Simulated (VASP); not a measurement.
# Zn (P6_3/mmc) in VASP: further runs

Runs on Zn. Level: LDA. Tasks: single point, relaxation of cell and atoms.

All numbers are computed with VASP 6.6.1; they aren't measurements. Logs are shortened: lines on timing, memory, paths and dates and some standing lists are left out, and cuts for length are marked.

**1. The cell of the first run**

Symmetry: P6_3/mmc, No. 194, hexagonal system. The conventional cell has a = 2.561 Å, b = 2.561 Å, c = 4.782 Å, α = 90.00°, β = 90.00°, γ = 120.00°. Within 3.4 Å of Zn (site symmetry -6m2) lie 12 Zn at 2.56 to 2.81 Å.

**2. Single point, LDA**

The input, INCAR:

```
ALGO     = Normal         # electronic algorithm
EDIFF    = 1E-6           # SCF threshold, eV
ENCUT    = 520            # plane-wave cutoff, eV
GGA      = CA             # functional
ISIF     = 2              # what is computed and relaxed
ISMEAR   = 1              # smearing method
LASPH    = True           # aspherical terms in the spheres
LCHARG   = False          # write CHGCAR
LREAL    = False          # projectors in reciprocal space
LWAVE    = False          # write WAVECAR
NBANDS   = 19             # bands
NELM     = 80             # most SCF steps
PREC     = Accurate       # precision mode
SIGMA    = 0.1            # smearing width, eV
```

The input, KPOINTS:

```
k-points
0
Gamma
  7 7 4
```

The input, POSCAR:

```
Zn
1.0
    2.5614631784      0.0000000000      0.0000000000
   -1.2807315892      2.2182921833      0.0000000000
    0.0000000000      0.0000000000      4.7823431941
Zn
2
Direct
    0.3333333333      0.6666666667      0.2500000000
    0.6666666667      0.3333333333      0.7500000000
```

Potentials or basis: VASP PAW LDA potentials, release 64 (Zn).

Launch:

```bash
> cat potpaw_LDA.64/Zn/POTCAR > POTCAR
> mpirun -np 1 vasp_std > vasp.out
```

OUTCAR:

```text
EDIFF = 1E-6
   ENCUT = 520
   GGA = CA
   ISIF = 2
   ISMEAR = 1
   LASPH = True
   LREAL = False
   NELM = 80
   PREC = Accurate

 ion  position               nearest neighbor table
   1  0.333  0.667  0.250-   2 2.81   2 2.81   2 2.81   2 2.81   2 2.81   2 2.81
   2  0.667  0.333  0.750-   1 2.81   1 2.81   1 2.81   1 2.81   1 2.81   1 2.81

  LATTYP: Found a hexagonal cell.
 ALAT       =     2.5614631784
 C/A-ratio  =     1.8670356984

  Lattice vectors:

 A1 = (   2.5614631784,   0.0000000000,   0.0000000000)
 A2 = (  -1.2807315892,   2.2182921833,   0.0000000000)
 A3 = (   0.0000000000,   0.0000000000,   4.7823431941)

Analysis of symmetry for initial positions (statically):
=====================================================================
 Subroutine PRICEL returns:
 Original cell was already a primitive cell.

 Routine SETGRP: Setting up the symmetry group for a
 hexagonal supercell.

 Subroutine GETGRP returns: Found 24 space group operations
 (whereof 12 operations were pure point group operations)
 out of a pool of 24 trial point group operations.

The static configuration has the point symmetry D_3d.
 The point group associated with its full space group is D_6h.

Analysis of symmetry for dynamics (positions and initial velocities):
=====================================================================
 Subroutine PRICEL returns:
 Original cell was already a primitive cell.

 Routine SETGRP: Setting up the symmetry group for a
 hexagonal supercell.

 Subroutine GETGRP returns: Found 24 space group operations
 (whereof 12 operations were pure point group operations)
 out of a pool of 24 trial point group operations.

The dynamic configuration has the point symmetry D_3d.
 The point group associated with its full space group is D_6h.

 Subroutine INISYM returns: Found 24 space group operations
 (whereof 12 operations are pure point group operations),
 and found     1 'primitive' translations

----------------------------------------------------------------------------------------

                                     Primitive cell

  volume of cell :      27.1736

  direct lattice vectors                    reciprocal lattice vectors
     2.561463178  0.000000000  0.000000000     0.390401864  0.225398621  0.000000000
    -1.280731589  2.218292183  0.000000000     0.000000000  0.450797243  0.000000000
     0.000000000  0.000000000  4.782343194     0.000000000  0.000000000  0.209102517

  length of vectors
     2.561463178  2.561463178  4.782343194     0.450797243  0.450797243  0.209102517

  position of ions in fractional coordinates (direct lattice)
     0.333333333  0.666666667  0.250000000
     0.666666667  0.333333333  0.750000000

  ion indices of the primitive-cell ions
   primitive index   ion index
                 1           1
                 2           2

----------------------------------------------------------------------------------------

 KPOINTS: k-points

Automatic generation of k-mesh.
 Grid dimensions read from file:
 generate k-points for:    7    7    4

 Generating k-lattice:

  Cartesian coordinates                     Fractional coordinates (reciprocal lattice)
     0.055771695  0.032199803  0.000000000     0.142857143  0.000000000  0.000000000
     0.000000000  0.064399606  0.000000000     0.000000000  0.142857143  0.000000000
     0.000000000  0.000000000  0.052275629     0.000000000  0.000000000  0.250000000

  Length of vectors
     0.064399606  0.064399606  0.052275629

  Shift w.r.t. Gamma in fractional coordinates (k-lattice)
     0.000000000  0.000000000  0.000000000

 Subroutine IBZKPT returns following result:
 ===========================================

 Found     24 irreducible k-points:

 Following reciprocal coordinates:
            Coordinates               Weight
  0.000000  0.000000  0.000000      1.000000
  0.142857  0.000000  0.000000      6.000000
  0.285714  0.000000  0.000000      6.000000
  0.428571  0.000000  0.000000      6.000000
  0.142857  0.142857  0.000000      6.000000
  0.285714  0.142857  0.000000     12.000000
[... 16 lines left out ...]
  0.428571  0.142857  0.500000      6.000000
  0.285714  0.285714  0.500000      6.000000
   k-points           NKPTS =     24   k-points in BZ     NKDIM =     24   number of bands    NBANDS=     19
   number of dos      NEDOS =    301   number of ions     NIONS =      2
   total plane-waves  NPLWV =  14400
   dimension x,y,z NGX =    20 NGY =   20 NGZ =   36
   dimension x,y,z NGXF=    40 NGYF=   40 NGZF=   72
   ions per type =               2
   NGX,Y,Z   is equivalent  to a cutoff of  12.98, 12.98, 12.51 a.u.
   NGXF,Y,Z  is equivalent  to a cutoff of  25.96, 25.96, 25.03 a.u.
 SYSTEM =  unknown system
   PREC   = accura    normal or accurate (medium, high low for compatibility)
   ISTART =      0    job   : 0-new  1-cont  2-samecut
   ICHARG =      2    charge: 1-file 2-atom 10-const
   ISPIN  =      1    spin polarized calculation?
   LNONCOLLINEAR =      F non collinear calculations
   LSORBIT =      F    spin-orbit coupling
   LASPH  =      T    aspherical Exc in radial PAW
   ENCUT  =  520.0 eV  38.22 Ry    6.18 a.u.   4.76  4.76  8.89*2*pi/ulx,y,z
   NELM   =     80;   NELMIN=  2; NELMDL= -5     # of ELM steps
   EDIFF  = 0.1E-05   stopping-criterion for ELM
   LREAL  =      F    real-space projection
   EDIFFG = 0.1E-04   stopping-criterion for IOM
   NSW    =      0    number of steps for IOM
   IBRION =     -1    ionic relax: 0-MD 1-quasi-New 2-CG
   NFREE  =      0    steps in history (QN), initial steepest desc. (CG)
   ISIF   =      2    stress and relaxation
   ISYM   =      2    0-nonsym 1-usesym 2-fastsym
   POTIM  = 0.5000    time-step for ionic-motion
   TEBEG  =    0.0;   TEEND  =   0.0 temperature during run
   PSTRESS=    0.0 pullay stress
   NELECT =      24.0000    total number of electrons
   NUPDOWN=      -1.0000    fix difference up-down
   EMIN   =  10.00;   EMAX   =-10.00  energy-range for DOS
   EFERMI =   0.00;   METHOD = LEGACY
   ISMEAR =     1;   SIGMA  =   0.10  broadening in eV -4-tet -1-fermi 0-gaus
   EFERMI_NEDOS =   21; number of points for ismear=-14 and -15
   IALGO  =     38    algorithm
   IMIX   =      4    mixing-type and parameters
     AMIX     =   0.40;   BMIX     =  1.00
     AMIX_MAG =   1.60;   BMIX_MAG =  1.00
  volume/ion in A,a.u.               =      13.59        91.69
  Fermi-wavevector in a.u.,A,eV,Ry     =   1.570710  2.968212 33.567346  2.467130
  Thomas-Fermi vector in A             =   2.672403
   LORBIT       =      0    0 simple, 1 ext, 2 COOP (PROOUT), +10 PAW based schemes
   GGA     = CA    functional components
   LHFCALC =     F    Hartree Fock is set to
   AEXX    =    0.0000 exact exchange contribution
   IVDW    =     0    specifies the selected vdW correction
   LEPSILON=     F    determine dielectric tensor
   LRPA    =     F    only Hartree local field effects (RPA)
 non-spin polarized calculation
 Methfessel and Paxton  Order N= 1 SIGMA  =   0.10
  energy-cutoff  :      520.00
  volume of cell :       27.17
 maximum number of plane-waves:       744
 NGX is ok and might be reduce to    20
   NGX =  9   NGY =  9   NGZ = 17

 number of electron      24.0000001 magnetization

 Free energy of the ion-electron system (eV)
  ---------------------------------------------------
  ext. energy  EPLUGINS =         0.00000000
  ---------------------------------------------------
  free energy    TOTEN  =        -3.81832916 eV

  energy without entropy =       -3.81811760  energy(sigma->0) =       -3.81825864

 E-fermi :   3.8839     XC(G=0): -12.4955

 val. band max:        3.8235365350   @ k =   0.2857   0.1429   0.0000
 cond. band min:       3.9884927319   @ k =   0.0000   0.0000   0.2500
 fundamental gap:      0.1649561968
 Fermi energy:         3.8838791508

 k-point     1 :       0.0000    0.0000    0.0000
  band No.  band energies     occupation
      1      -7.5998      2.00000
      2      -5.5063      2.00000
      3      -4.6374      2.00000
      4      -4.3364      2.00000
      5      -4.3364      2.00000
      6      -4.2754      2.00000
[... 11 lines left out ...]
     18      24.1512      0.00000
     19      24.4028      0.00000

 k-point     2 :       0.1429    0.0000    0.0000
  band No.  band energies     occupation
      1      -6.9543      2.00000
      2      -5.2249      2.00000
      3      -4.5807      2.00000
      4      -4.3976      2.00000
      5      -4.3168      2.00000
      6      -4.1685      2.00000
[... 11 lines left out ...]
     18      21.7231      0.00000
     19      23.1611      0.00000

 k-point     3 :       0.2857    0.0000    0.0000
  band No.  band energies     occupation
      1      -5.4749      2.00000
      2      -5.0240      2.00000
      3      -4.6386      2.00000
      4      -4.4409      2.00000
      5      -4.2959      2.00000
      6      -4.1613      2.00000
[... 11 lines left out ...]
     18      20.1202      0.00000
     19      21.4085      0.00000

 k-point     4 :       0.4286    0.0000    0.0000
  band No.  band energies     occupation
      1      -5.2326      2.00000
      2      -5.1428      2.00000
      3      -4.9297      2.00000
      4      -4.3441      2.00000
      5      -4.2018      2.00000
      6      -4.1413      2.00000
[... 11 lines left out ...]
     18      19.3773      0.00000
     19      20.6878      0.00000

 k-point     5 :       0.1429    0.1429    0.0000
  band No.  band energies     occupation
      1      -5.7919      2.00000
      2      -4.8650      2.00000
      3      -4.6422      2.00000
      4      -4.4763      2.00000
      5      -4.4395      2.00000
      6      -4.3075      2.00000
[... 11 lines left out ...]
     18      19.2592      0.00000
     19      20.4957      0.00000
[... 334 lines left out ...]
      2      -4.9686      2.00000
      3      -4.6401      2.00000
      4      -4.6401      2.00000
      5      -4.4989      2.00000
      6      -4.4989      2.00000
[... 11 lines left out ...]
     18      15.0723      0.00000
     19      26.5161      0.00000

 k-point    22 :       0.2857    0.1429    0.5000
  band No.  band energies     occupation
      1      -4.9559      2.00000
      2      -4.9559      2.00000
      3      -4.7187      2.00000
      4      -4.7187      2.00000
      5      -4.1022      2.00000
      6      -4.1022      2.00000
[... 11 lines left out ...]
     18      13.3338      0.00000
     19      22.1101      0.00000

 k-point    23 :       0.4286    0.1429    0.5000
  band No.  band energies     occupation
      1      -5.0435      2.00000
      2      -5.0435      2.00000
      3      -4.7767      2.00000
      4      -4.7767      2.00000
      5      -4.0641      2.00000
      6      -4.0641      2.00000
[... 11 lines left out ...]
     18      15.0589      0.00000
     19      18.7878      0.00000

 k-point    24 :       0.2857    0.2857    0.5000
  band No.  band energies     occupation
      1      -4.7665      2.00000
      2      -4.7665      2.00000
      3      -4.5496      2.00000
      4      -4.5496      2.00000
      5      -4.3099      2.00000
      6      -4.3099      2.00000
[... 11 lines left out ...]
     18      15.4953      0.00000
     19      20.1317      0.00000

------------------------ aborting loop because EDIFF is reached ----------------------------------------

  FORCE on cell =-STRESS in cart. coord.  units (eV):
  Direction    XX          YY          ZZ          XY          YZ          ZX
  --------------------------------------------------------------------------------------
  -------------------------------------------------------------------------------------
  Total        0.1461260      0.1461260      0.0798058     -0.0000000      0.0000000      0.0000000
  in kB        8.6156985      8.6156985      4.7054111     -0.0000000      0.0000000      0.0000000
  external PRESSURE =       7.3122693 kB  Pullay stress =       0.0000000 kB

 VOLUME and BASIS-vectors are now :
 -----------------------------------------------------------------------------
  energy-cutoff  :      520.00
  volume of cell :       27.17
      direct lattice vectors                 reciprocal lattice vectors
     2.561463178  0.000000000  0.000000000     0.390401864  0.225398621  0.000000000
    -1.280731589  2.218292183  0.000000000     0.000000000  0.450797243  0.000000000
     0.000000000  0.000000000  4.782343194     0.000000000  0.000000000  0.209102517

 POSITION                                       TOTAL-FORCE (eV/Angst)
 -----------------------------------------------------------------------------------
     -0.00000      1.47886      1.19559        -0.000000      0.000000      0.000000
      1.28073      0.73943      3.58676         0.000000     -0.000000      0.000000
 -----------------------------------------------------------------------------------
    total drift:                                0.000000     -0.000000      0.000000

  FREE ENERGIE OF THE ION-ELECTRON SYSTEM (eV)
  ---------------------------------------------------
  free  energy   TOTEN  =        -3.8183291634 eV

  energy  without entropy=       -3.8181176048  energy(sigma->0) =       -3.81825864
```

Run time: 4.7 s. Hardware: 1 thread of Intel Xeon 6975P-C (Granite Rapids), shared host; peak memory 0.12 GiB.

What came out:

```yaml
Free_energy: -3.8183 eV
Pressure: 0.7 GPa
Band_gap_on_the_k_mesh: zero (band 12 reaches 5.28 eV, above the bottom of band 13 at 0.68 eV)
```

Caveat: the k points lie up to 0.40 Å⁻¹ apart.

**3. Relaxation of cell and atoms, LDA**

This run uses another cell than the first one, of 15.33 Å³/atom, 1.128 times its volume.

The input, INCAR:

```
  PREC = Accurate
  ENCUT = 600
  EDIFF = 1E-7
  ISMEAR = 1
  SIGMA = 0.1
  LREAL = F
  LASPH = T
  NELM = 60
  ALGO = Normal
  ISIF = 3
  LWAVE = F
  LCHARG = F
  GGA = CA
  IBRION = 2
  NSW = 80
  EDIFFG = -0.02
```

The input, KPOINTS:

```
Automatic mesh
0
Gamma
  7 7 4
```

The input, POSCAR:

```
Zn
1.0
    2.6700000000      0.0000000000      0.0000000000
   -1.3350000000      2.3122880000      0.0000000000
    0.0000000000      0.0000000000      4.9660000000
Zn
2
Direct
    0.3333333333      0.6666666667      0.2500000000
    0.6666666667      0.3333333333      0.7500000000
```

Potentials or basis: VASP PAW LDA potentials, release 64 (Zn).

Launch:

```bash
> cat potpaw_LDA.64/Zn/POTCAR > POTCAR
> mpirun -np 1 vasp_std > vasp.out
```

Wall time 24 s (1 thread of Intel Xeon 6975P-C (Granite Rapids), shared host); peak memory 0.14 GiB.

Results (log left out):

```
Free energy                            : -3.8200 eV
Relaxed volume                         : 13.66 Å³/atom
Relaxed cell                           : a = 2.566 Å, b = 2.566 Å, c = 4.788 Å, α = 90.00°, β = 90.00°, γ = 120.00°
Space group after relaxing (to 0.05 Å) : P6_3/mmc (No. 194)
Energy gained by relaxing              : 53.7 meV/atom
Ionic steps                            : 7
Pressure after relaxing                : 0.1 GPa
Band gap on the k mesh                 : zero (band 12 reaches 5.23 eV, above the bottom of band 13 at 0.64 eV)
```

The path:
| step | energy change (eV) | largest force (eV/Å) | pressure (GPa) | volume (Å³) |
| --- | --- | --- | --- | --- |
| 1 | 0.0000 | 0.0000 | -9.14 | 30.66 |
| 2 | -0.1017 | 0.0000 | 2.08 | 26.94 |
| 3 | -0.1057 | 0.0000 | -0.15 | 27.47 |
| 4 | -0.1057 | 0.0000 | -0.44 | 27.54 |
| 5 | -0.1073 | 0.0000 | -0.29 | 27.43 |
| 6 | -0.1074 | 0.0000 | -0.20 | 27.38 |
| 7 | -0.1075 | 0.0000 | 0.10 | 27.31 |

Final structure:
```xyz
2
Lattice="2.5664 0.0000 0.0000 -1.2832 2.2226 0.0000 0.0000 0.0000 4.7881" Properties=species:S:1:pos:R:3 pbc="T T T"
Zn    0.0000    1.4817    1.1970
Zn    1.2832    0.7409    3.5910
```

Levels at points of the mesh, in eV from the Fermi level:
```csv
k point,band 10,band 11,band 12,band 13,band 14,band 15
"(0.00, 0.00, 0.00)",-7.49,-7.49,-4.34,-3.20,14.21,18.17
"(0.00, 0.00, 0.50)",-7.59,-7.59,-7.59,4.68,4.68,20.12
```

Caveat: the k points lie up to 0.40 Å⁻¹ apart in the final cell; the volume moved by -11 % from the deposited cell, more than functionals usually miss.
